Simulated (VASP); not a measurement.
The system is CdF2.

```xyz
3
Lattice="0.0000 2.5160 2.5160 2.7315 -0.2155 2.7315 2.5160 2.5160 0.0000" Properties=species:S:1:pos:R:3 pbc="T T T"
Cd    0.0258   -0.0258    0.0258
F     1.3004    1.2156    1.3004
F     3.9213    3.6266    3.9213
```

This cell differs from its parent crystal: strained and its atoms moved.

Base run:

| Property | Result |
| --- | --- |
| Program | VASP 6.6.1 |
| Functional | PBEsol |
| Potentials or basis | VASP PAW PBE potentials, release 64 (Cd_sv_GW, F) |
| Cutoff | 600 eV |
| k mesh | 8 × 8 × 8 |
| Occupations | gaussian, width 0.02 eV |
| Spin | no spin polarisation |

Its results: band gap on the k mesh 3.22 eV, indirect (least direct gap 3.44 eV); pressure 12.4 GPa; largest force 0.553 eV/Å.

Problem. The run is repeated on the same cell with these changes: potentials or basis from VASP PAW PBE potentials, release 64 (Cd_sv_GW, F) to VASP PAW PBE potentials, release 64 (Cd, F); cutoff from 600 eV to 520 eV; further incar settings from ALGO = Normal; EDIFF = 1e-06; NBANDS = 24 to ALGO = Normal; EDIFF = 1e-06; NBANDS = 20; valence electrons from 34 to 26. What comes out?

Solution. Band gap on the k mesh 3.20 eV, indirect (least direct gap 3.41 eV); pressure 14.6 GPa; largest force 0.620 eV/Å.

Caveats: the PAW data sets were made with another functional, which shifts forces and pressure a little.

A k mesh can miss the band edges.
